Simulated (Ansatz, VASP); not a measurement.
# BaTiO3 in VASP and in Ansatz

File INCAR:

```
PREC = Accurate
ENCUT = 520
EDIFF = 1E-6
ISMEAR = 0
SIGMA = 0.01
LREAL = False
LASPH = True
NELM = 100
ALGO = Normal
ISIF = 2
LWAVE = False
LCHARG = False
GGA = PE
NBANDS = 28
```

The input KPOINTS:

```
Automatic mesh
0
Gamma
  6 6 6
```

The input POSCAR:

```
BaTiO3
1.0
    3.9786494030      0.0000000000      0.0000000000
    0.0000000000      3.9786494030      0.0000000000
    0.0000000000      0.0000000000      3.9786494030
Ba Ti O
1 1 3
Direct
    0.5000000000      0.5000000000      0.5000000000
    0.0000000000      0.0000000000      0.0000000000
    0.5000000000      0.0000000000      0.0000000000
    0.0000000000      0.5000000000      0.0000000000
    0.0000000000      0.0000000000      0.5000000000
```

Input for Ansatz:

```yaml
crystal:
  lattice:
    - [3.978649403, 0.0, 0.0]
    - [0.0, 3.978649403, 0.0]
    - [0.0, 0.0, 3.978649403]
  atoms:
    - { symbol: Ba, position: [0.5, 0.5, 0.5] }
    - { symbol: Ti, position: [0.0, 0.0, 0.0] }
    - { symbol: O, position: [0.5, 0.0, 0.0] }
    - { symbol: O, position: [0.0, 0.5, 0.0] }
    - { symbol: O, position: [0.0, 0.0, 0.5] }
kpoints:
  mp_grid: { grid: [6, 6, 6] }
hamiltonian:
  xc: pbe
scf:
  occupations: { method: fixed }
  n_extra_bands: 5
output:
  forces: true
  stress: true
  eigenvalues: true
```

Alike in both runs: task single point; functional PBE; k mesh 6 × 6 × 6; no spin polarisation.

```csv
,VASP,Ansatz
version,VASP 6.6.1,Ansatz 0.2.0
potentials or method,"VASP PAW PBE potentials, release 64 (Ba_sv, Ti_sv, O)","plane waves, PAW"
plane-wave cutoff (eV),520,420
occupations,"gaussian, width 0.01 eV",fixed
valence electrons in the cell,40,40
```

Ansatz gave:

```
gap on the k mesh at the Fermi level (eV) : 1.85
pressure (GPa)                            : 5.3
```

**Question.** What did VASP give for the same quantities?

**Answer.** gap on the k mesh at the Fermi level (eV): 1.78; pressure (GPa): 7.2.

Neither program's run includes spin-orbit coupling.
